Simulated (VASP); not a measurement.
# Re (Fm-3m) in VASP: further runs, part 2 of 3

VASP 6.6.1. Earlier steps stand in the parts before.

## (4) Single point, B3LYP+D4

Input file POSCAR:

```
Re
1.0
    0.0000000000      1.9739461044      1.9739461044
    1.9739461044      0.0000000000      1.9739461044
    1.9739461044      1.9739461044      0.0000000000
Re
1
Direct
    0.0000000000      0.0000000000      0.0000000000
```

Input file INCAR.step1:

```
ALGO = Normal
EDIFF = 1E-5
ENCUT = 520
GGA = PE
ISIF = 2
ISMEAR = 1
LASPH = T
LCHARG = F
LREAL = F
LWAVE = T
NBANDS = 10
NELM = 100
PREC = Accurate
SIGMA = 0.01
```

Input file INCAR.step2:

```
AEXX = 0.2
AGGAC = 0.81
AGGAX = 0.72
ALDAC = 0.19
ALGO = Normal
EDIFF = 1E-6
ENCUT = 520
GGA = B3
ISIF = 2
ISMEAR = 1
ISTART = 1
IVDW = 13
LASPH = T
LCHARG = F
LHFCALC = T
LREAL = F
LWAVE = F
NBANDS = 10
NELM = 100
PREC = Accurate
PRECFOCK = Normal
SIGMA = 0.01
```

Input file KPOINTS:

```
k-points
0
Gamma
  8 8 8
```

Potentials or basis: VASP PAW PBE potentials, release 64 (Re).

Run with:

```
$ cat potpaw_PBE.64/Re/POTCAR > POTCAR
$ cp INCAR.step1 INCAR
$ mpirun -np 1 vasp_std > vasp.out
$ cp INCAR.step2 INCAR
$ mpirun -np 1 vasp_std > vasp.out
```

OUTCAR:

```text
AEXX = 0.2
   EDIFF = 1E-6
   ENCUT = 520
   GGA = B3
   ISIF = 2
   ISMEAR = 1
   ISTART = 1
   IVDW = 13
   LASPH = T
   LHFCALC = T
   LREAL = F
   NELM = 100
   PREC = Accurate
   PRECFOCK = Normal

 ion  position               nearest neighbor table
   1  0.000  0.000  0.000-

  LATTYP: Found a face centered cubic cell.
 ALAT       =     3.9478922088

  Lattice vectors:

 A1 = (   0.0000000000,   1.9739461044,   1.9739461044)
 A2 = (   1.9739461044,   0.0000000000,   1.9739461044)
[... 501 lines left out ...]

 [... further k-points ...]

------------------------ aborting loop because EDIFF is reached ----------------------------------------

  DFT-D4 for vdW energy calculation

  Edisp (eV):   -1.14341

  FORCE on cell =-STRESS in cart. coord.  units (eV):
  Direction    XX          YY          ZZ          XY          YZ          ZX
  --------------------------------------------------------------------------------------
  -------------------------------------------------------------------------------------
  Total      -1.88258    -1.88258    -1.88258     0.00000     0.00000     0.00000
  in kB    -196.07788  -196.07788  -196.07788     0.00000     0.00000     0.00000
  external pressure =     -196.08 kB  Pullay stress =        0.00 kB

 VOLUME and BASIS-vectors are now :
 -----------------------------------------------------------------------------
  energy-cutoff  :      520.00
  volume of cell :       15.38
      direct lattice vectors                 reciprocal lattice vectors
     0.000000000  1.973946104  1.973946104    -0.253299722  0.253299722  0.253299722
     1.973946104  0.000000000  1.973946104     0.253299722 -0.253299722  0.253299722
     1.973946104  1.973946104  0.000000000     0.253299722  0.253299722 -0.253299722

 POSITION                                       TOTAL-FORCE (eV/Angst)
 -----------------------------------------------------------------------------------
      0.00000      0.00000      0.00000         0.000000     -0.000000     -0.000000
 -----------------------------------------------------------------------------------
    total drift:                                0.000000      0.000000     -0.000000

  FREE ENERGIE OF THE ION-ELECTRON SYSTEM (eV)
  ---------------------------------------------------
  free  energy   TOTEN  =       -14.5126024776 eV

  energy  without entropy=      -14.5124741026  energy(sigma->0) =      -14.51255969
```

OUTCAR.step1:

```text
EDIFF = 1E-5
   ENCUT = 520
   GGA = PE
   ISIF = 2
   ISMEAR = 1
[... 529 lines left out ...]

 POSITION                                       TOTAL-FORCE (eV/Angst)
 -----------------------------------------------------------------------------------
      0.00000      0.00000      0.00000        -0.000000     -0.000000     -0.000000
 -----------------------------------------------------------------------------------
    total drift:                                0.000000     -0.000000     -0.000000

  FREE ENERGIE OF THE ION-ELECTRON SYSTEM (eV)
  ---------------------------------------------------
  free  energy   TOTEN  =       -12.3224909440 eV

  energy  without entropy=      -12.3223285264  energy(sigma->0) =      -12.32243680
```

OSZICAR.step1:

```text
N       E                     dE             d eps       ncg     rms          rms(c)
DAV:   1     0.661989702706E+01    0.66199E+01   -0.33357E+03   914   0.770E+02
DAV:   2    -0.125966465061E+02   -0.19217E+02   -0.17856E+02   902   0.163E+02
DAV:   3    -0.130587257330E+02   -0.46208E+00   -0.45671E+00   940   0.440E+01
DAV:   4    -0.130608602297E+02   -0.21345E-02   -0.21335E-02   964   0.135E+00
DAV:   5    -0.130608614255E+02   -0.11957E-05   -0.11967E-05   862   0.216E-02    0.277E+01
DAV:   6    -0.125038770683E+02    0.55698E+00   -0.51060E-01   914   0.190E+01    0.106E+01
DAV:   7    -0.123277728218E+02    0.17610E+00   -0.33069E-01   918   0.146E+01    0.766E-01
DAV:   8    -0.123229608503E+02    0.48120E-02   -0.24899E-03   844   0.386E-01    0.163E-01
DAV:   9    -0.123224846471E+02    0.47620E-03   -0.49287E-04   846   0.219E-01    0.230E-02
DAV:  10    -0.123224909440E+02   -0.62969E-05   -0.10236E-05   554   0.274E-02
   1 F= -.12322491E+02 E0= -.12322437E+02  d E =-.162418E-03
```

Run time: 15 min. Hardware: 1 thread of Intel Xeon Platinum 8375C at 2.90GHz (Ice Lake), shared host; peak memory 0.16 GiB.

Results:

```
Free energy                : -14.5126 eV
Pressure                   : -19.6 GPa
Band gap on the k mesh     : zero (an odd number of electrons rules out a gap without spin polarisation)
Dispersion energy per atom : -1.143 eV
```

Levels at points of the mesh, in eV from the Fermi level:
| k point | band 2 | band 3 | band 4 | band 5 | band 6 | band 7 |
| --- | --- | --- | --- | --- | --- | --- |
| (0.00, 0.00, 0.00) | -2.66 | -2.66 | -2.66 | 1.61 | 1.61 | 15.02 |
| (0.50, 0.00, 0.00) | -2.84 | -2.84 | -0.22 | 4.10 | 4.10 | 10.31 |
| (0.50, 0.50, 0.00) | -6.86 | 3.04 | 4.14 | 4.79 | 4.79 | 13.04 |

Caveat: the cell stands under tension; the dispersion term is far too large for a dense solid, which distorts pressure and volume; the PAW data sets were made with another functional, which shifts forces and pressure a little; spin-orbit coupling is left out, which moves the levels of the heavy elements.

## (5) Single point, BLYP

This run uses another cell than the first one, of 15.59 Å³/atom.

Input file INCAR:

```
AGGAC = 1.0
AGGAX = 1.0
ALDAC = 0.0
ALDAX = 1.0
ALGO = Normal
EDIFF = 1E-6
ENCUT = 560
GGA = B5
GGA_COMPAT = False
ISIF = 2
ISMEAR = -1
LASPH = True
LCHARG = False
LREAL = False
LWAVE = False
NBANDS = 14
NELM = 120
PREC = Accurate
SIGMA = 0.05
```

Input file KPOINTS:

```
k-points
0
Gamma
  12 12 12
```

Input file POSCAR:

```
Re
1.0
    0.0000000000      1.9827094953      1.9827094953
    1.9827094953      0.0000000000      1.9827094953
    1.9827094953      1.9827094953      0.0000000000
Re
1
Direct
    0.0000000000      0.0000000000      0.0000000000
```

Potentials or basis: VASP PAW PBE potentials, release 64 (Re_sv_GW).

Run with:

```
$ cat potpaw_PBE.64/Re_sv_GW/POTCAR > POTCAR
$ mpirun -np 1 vasp_std > vasp.out
```

OUTCAR:

```text
EDIFF = 1E-6
   ENCUT = 560
   GGA = B5
   ISIF = 2
   ISMEAR = -1
   LASPH = True
   LREAL = False
   NELM = 120
   PREC = Accurate

 ion  position               nearest neighbor table
   1  0.000  0.000  0.000-

  LATTYP: Found a face centered cubic cell.
 ALAT       =     3.9654189906

  Lattice vectors:

 A1 = (   0.0000000000,   1.9827094953,   1.9827094953)
 A2 = (   1.9827094953,   0.0000000000,   1.9827094953)
 A3 = (   1.9827094953,   1.9827094953,   0.0000000000)

Analysis of symmetry for initial positions (statically):
=====================================================================
 Subroutine PRICEL returns:
 Original cell was already a primitive cell.

 Routine SETGRP: Setting up the symmetry group for a
 face centered cubic supercell.

 Subroutine GETGRP returns: Found 48 space group operations
 (whereof 48 operations were pure point group operations)
 out of a pool of 48 trial point group operations.

The static configuration has the point symmetry O_h .

Analysis of symmetry for dynamics (positions and initial velocities):
=====================================================================
 Subroutine PRICEL returns:
 Original cell was already a primitive cell.

 Routine SETGRP: Setting up the symmetry group for a
 face centered cubic supercell.

 Subroutine GETGRP returns: Found 48 space group operations
 (whereof 48 operations were pure point group operations)
 out of a pool of 48 trial point group operations.

The dynamic configuration has the point symmetry O_h .

 Subroutine INISYM returns: Found 48 space group operations
 (whereof 48 operations are pure point group operations),
 and found     1 'primitive' translations

----------------------------------------------------------------------------------------

                                     Primitive cell

  volume of cell :      15.5886

  direct lattice vectors                    reciprocal lattice vectors
     0.000000000  1.982709495  1.982709495    -0.252180161  0.252180161  0.252180161
     1.982709495  0.000000000  1.982709495     0.252180161 -0.252180161  0.252180161
     1.982709495  1.982709495  0.000000000     0.252180161  0.252180161 -0.252180161

  length of vectors
     2.803974658  2.803974658  2.803974658     0.436788852  0.436788852  0.436788852

  position of ions in fractional coordinates (direct lattice)
     0.000000000  0.000000000  0.000000000

  ion indices of the primitive-cell ions
   primitive index   ion index
                 1           1

----------------------------------------------------------------------------------------

 KPOINTS: k-points

Automatic generation of k-mesh.
 Grid dimensions read from file:
 generate k-points for:   12   12   12

 Generating k-lattice:

  Cartesian coordinates                     Fractional coordinates (reciprocal lattice)
    -0.021015013  0.021015013  0.021015013     0.083333333  0.000000000  0.000000000
     0.021015013 -0.021015013  0.021015013     0.000000000  0.083333333  0.000000000
     0.021015013  0.021015013 -0.021015013     0.000000000  0.000000000  0.083333333

  Length of vectors
     0.036399071  0.036399071  0.036399071

  Shift w.r.t. Gamma in fractional coordinates (k-lattice)
     0.000000000  0.000000000  0.000000000

 Subroutine IBZKPT returns following result:
 ===========================================

 Found     72 irreducible k-points:

 Following reciprocal coordinates:
            Coordinates               Weight
  0.000000  0.000000  0.000000      1.000000
  0.083333  0.000000  0.000000      8.000000
  0.166667  0.000000  0.000000      8.000000
  0.250000  0.000000  0.000000      8.000000
  0.333333  0.000000  0.000000      8.000000
  0.416667  0.000000  0.000000      8.000000
[... 16 lines left out ...]
  0.500000  0.166667  0.000000     24.000000
 -0.416667  0.166667  0.000000     24.000000
 [... further k-points ...]
   k-points           NKPTS =     72   k-points in BZ     NKDIM =     72   number of bands    NBANDS=     14
   number of dos      NEDOS =    301   number of ions     NIONS =      1
   total plane-waves  NPLWV =  13824
   dimension x,y,z NGX =    24 NGY =   24 NGZ =   24
   dimension x,y,z NGXF=    48 NGYF=   48 NGZF=   48
   ions per type =               1
   NGX,Y,Z   is equivalent  to a cutoff of  14.23, 14.23, 14.23 a.u.
   NGXF,Y,Z  is equivalent  to a cutoff of  28.46, 28.46, 28.46 a.u.
 SYSTEM =  unknown system
   PREC   = accura    normal or accurate (medium, high low for compatibility)
   ISTART =      0    job   : 0-new  1-cont  2-samecut
   ICHARG =      2    charge: 1-file 2-atom 10-const
   ISPIN  =      1    spin polarized calculation?
   LNONCOLLINEAR =      F non collinear calculations
   LSORBIT =      F    spin-orbit coupling
   LASPH  =      T    aspherical Exc in radial PAW
   ENCUT  =  560.0 eV  41.16 Ry    6.42 a.u.   5.41  5.41  5.41*2*pi/ulx,y,z
   NELM   =    120;   NELMIN=  2; NELMDL= -5     # of ELM steps
   EDIFF  = 0.1E-05   stopping-criterion for ELM
   LREAL  =      F    real-space projection
   EDIFFG = 0.1E-04   stopping-criterion for IOM
   NSW    =      0    number of steps for IOM
   IBRION =     -1    ionic relax: 0-MD 1-quasi-New 2-CG
   NFREE  =      0    steps in history (QN), initial steepest desc. (CG)
   ISIF   =      2    stress and relaxation
   ISYM   =      2    0-nonsym 1-usesym 2-fastsym
   POTIM  = 0.5000    time-step for ionic-motion
   TEBEG  =    0.0;   TEEND  =   0.0 temperature during run
   PSTRESS=    0.0 pullay stress
   NELECT =      15.0000    total number of electrons
   NUPDOWN=      -1.0000    fix difference up-down
   EMIN   =  10.00;   EMAX   =-10.00  energy-range for DOS
   EFERMI =   0.00;   METHOD = LEGACY
   ISMEAR =    -1;   SIGMA  =   0.05  broadening in eV -4-tet -1-fermi 0-gaus
   EFERMI_NEDOS =   21; number of points for ismear=-14 and -15
   IALGO  =     38    algorithm
   IMIX   =      4    mixing-type and parameters
     AMIX     =   0.40;   BMIX     =  1.00
     AMIX_MAG =   1.60;   BMIX_MAG =  1.00
  volume/ion in A,a.u.               =      15.59       105.20
  Fermi-wavevector in a.u.,A,eV,Ry     =   1.616229  3.054230 35.541076  2.612195
  Thomas-Fermi vector in A             =   2.710849
   LORBIT       =      0    0 simple, 1 ext, 2 COOP (PROOUT), +10 PAW based schemes
   GGA     = B5    functional components
   LHFCALC =     F    Hartree Fock is set to
   AEXX    =    0.0000 exact exchange contribution
   IVDW    =     0    specifies the selected vdW correction
   LEPSILON=     F    determine dielectric tensor
   LRPA    =     F    only Hartree local field effects (RPA)
 non-spin polarized calculation
  energy-cutoff  :      560.00
  volume of cell :       15.59
 maximum number of plane-waves:       495
 NGX is ok and might be reduce to    24
   NGX = 11   NGY = 11   NGZ = 11

 number of electron      15.0000001 magnetization

 Free energy of the ion-electron system (eV)
  ---------------------------------------------------
  ext. energy  EPLUGINS =         0.00000000
  ---------------------------------------------------
  free energy    TOTEN  =       -12.37035892 eV

  energy without entropy =      -12.36468952  energy(sigma->0) =      -12.36752422

 E-fermi :  12.8924     XC(G=0): -13.2128

 val. band max:       12.8840829799   @ k =  -0.1667   0.2500   0.0833
 cond. band min:      12.9212826563   @ k =   0.2500   0.1667   0.0833
 fundamental gap:      0.0371996764
 Fermi energy:        12.8923672223

 k-point     1 :       0.0000    0.0000    0.0000
  band No.  band energies     occupation
      1     -66.8484      2.00000
      2     -28.4016      2.00000
      3     -28.4016      2.00000
      4     -28.4016      2.00000
      5       3.3868      2.00000
      6      11.1064      2.00000
      7      11.1064      2.00000
      8      11.1064      2.00000
      9      14.0120      0.00000
     10      14.0120      0.00000
     11      26.1749      0.00000
     12      31.4243      0.00000
     13      31.4243      0.00000
     14      31.4243      0.00000
[... 375 lines left out ...]
 k-point    24 :      -0.4167    0.1667    0.0000
  band No.  band energies     occupation
      1     -66.7471      2.00000
      2     -29.3218      2.00000
      3     -28.7275      2.00000
      4     -28.5790      2.00000
      5       7.4878      2.00000
      6      10.0198      2.00000
      7      11.7141      2.00000
      8      11.7959      2.00000
      9      15.8196      0.00000
     10      18.6266      0.00000
     11      21.8006      0.00000
     12      27.9116      0.00000
     13      30.3549      0.00000
     14      32.0908      0.00000

 [... further k-points ...]

------------------------ aborting loop because EDIFF is reached ----------------------------------------

  FORCE on cell =-STRESS in cart. coord.  units (eV):
  Direction    XX          YY          ZZ          XY          YZ          ZX
  --------------------------------------------------------------------------------------
  -------------------------------------------------------------------------------------
  Total        0.0041019      0.0041019      0.0041019      0.0000000      0.0000000     -0.0000000
  in kB        0.4215849      0.4215849      0.4215849      0.0000000      0.0000000     -0.0000000
  external PRESSURE =       0.4215849 kB  Pullay stress =       0.0000000 kB

 VOLUME and BASIS-vectors are now :
 -----------------------------------------------------------------------------
  energy-cutoff  :      560.00
  volume of cell :       15.59
      direct lattice vectors                 reciprocal lattice vectors
     0.000000000  1.982709495  1.982709495    -0.252180161  0.252180161  0.252180161
     1.982709495  0.000000000  1.982709495     0.252180161 -0.252180161  0.252180161
     1.982709495  1.982709495  0.000000000     0.252180161  0.252180161 -0.252180161

 POSITION                                       TOTAL-FORCE (eV/Angst)
 -----------------------------------------------------------------------------------
      0.00000      0.00000      0.00000         0.000000      0.000000      0.000000
 -----------------------------------------------------------------------------------
    total drift:                               -0.000000     -0.000000      0.000000

  FREE ENERGIE OF THE ION-ELECTRON SYSTEM (eV)
  ---------------------------------------------------
  free  energy   TOTEN  =       -12.3703589237 eV

  energy  without entropy=      -12.3646895248  energy(sigma->0) =      -12.36752422
```

OSZICAR:

```text
N       E                     dE             d eps       ncg     rms          rms(c)
DAV:   1     0.860178127337E+02    0.86018E+02   -0.94491E+03  2086   0.109E+03
DAV:   2    -0.116735167872E+02   -0.97691E+02   -0.92535E+02  2598   0.311E+02
DAV:   3    -0.135091928018E+02   -0.18357E+01   -0.18299E+01  2256   0.398E+01
DAV:   4    -0.135156107062E+02   -0.64179E-02   -0.64178E-02  2364   0.287E+00
DAV:   5    -0.135157056211E+02   -0.94915E-04   -0.94915E-04  2250   0.312E-01    0.415E+02
DAV:   6    -0.125184371268E+02    0.99727E+00   -0.10618E+00  2094   0.103E+01    0.144E+02
DAV:   7    -0.123710317800E+02    0.14741E+00   -0.33870E-01  2262   0.549E+00    0.183E+01
DAV:   8    -0.123709653279E+02    0.66452E-04   -0.72808E-03  2022   0.101E+00    0.460E+00
DAV:   9    -0.123703332276E+02    0.63210E-03   -0.25614E-03  2220   0.643E-01    0.402E+00
DAV:  10    -0.123703517016E+02   -0.18474E-04   -0.62123E-05  2292   0.644E-02    0.138E-01
DAV:  11    -0.123703586782E+02   -0.69765E-05   -0.13279E-05  2052   0.391E-02    0.389E-01
DAV:  12    -0.123703589237E+02   -0.24558E-06   -0.55421E-07  1146   0.861E-03
   1 F= -.12370359E+02 E0= -.12367524E+02  d E =-.566940E-02
```

It took 20 s on 1 thread of AMD EPYC 7R13 (Zen 3), shared host; peak memory 0.12 GiB.

Results:

* Free energy: -12.3704 eV
* Pressure: 0.0 GPa
* Band gap on the k mesh: zero (an odd number of electrons rules out a gap without spin polarisation)

Caveat: the PAW data sets were made with another functional, which shifts forces and pressure a little; spin-orbit coupling is left out, which moves the levels of the heavy elements.

[end of part 2 of 3]

The gap in the log of VASP goes by the Fermi energy; the results here count the filled bands.